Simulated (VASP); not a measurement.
A run of VASP 6.6.1 is set up as follows.

The input INCAR:

```
SYSTEM = Sc
PREC     = Accurate       ! precision mode
ENCUT    = 520            ! plane-wave cutoff, eV
EDIFF    = 1E-7           ! SCF threshold, eV
ISMEAR   = 0              ! smearing method
SIGMA    = 0.15           ! smearing width, eV
LREAL    = .FALSE.        ! projectors in reciprocal space
LASPH    = .TRUE.         ! aspherical terms in the spheres
NELM     = 80             ! most SCF steps
ALGO     = Normal         ! electronic algorithm
ISIF     = 2              ! what is computed and relaxed
LWAVE    = .FALSE.        ! write WAVECAR
LCHARG   = .FALSE.        ! write CHGCAR
GGA      = PS             ! functional
NBANDS   = 18             ! bands
```

The input KPOINTS:

```
regular mesh
0
G
  15 15 10
  0 0 0
```

POSCAR

```
Sc
1.0
    3.1950000000      0.0000000000      0.0000000000
   -1.5975000000      2.7669511651      0.0000000000
    0.0000000000      0.0000000000      5.0823813358
Sc
2
Direct
    0.3333333333      0.6666666667      0.2500000000
    0.6666666667      0.3333333333      0.7500000000
```

Potentials or basis: VASP PAW PBE potentials, release 64 (Sc_sv).

Run with:

```sh
$ cat potpaw_PBE.64/Sc_sv/POTCAR > POTCAR
$ mpirun -np 1 vasp_std > vasp.out
```

Q: What does it give for the band gap on the k mesh?

A: Zero (bands 11 and 12 overlap by 1.55 eV).

Q: Predict the pressure.

A: 3.3 GPa.

Stress tensor (GPa, compression positive):
```
4.06 0.00 0.00
0.00 4.06 0.00
0.00 0.00 1.84
```

Caveat: the cell stands under pressure; the PAW data sets were made with another functional, which shifts forces and pressure a little.
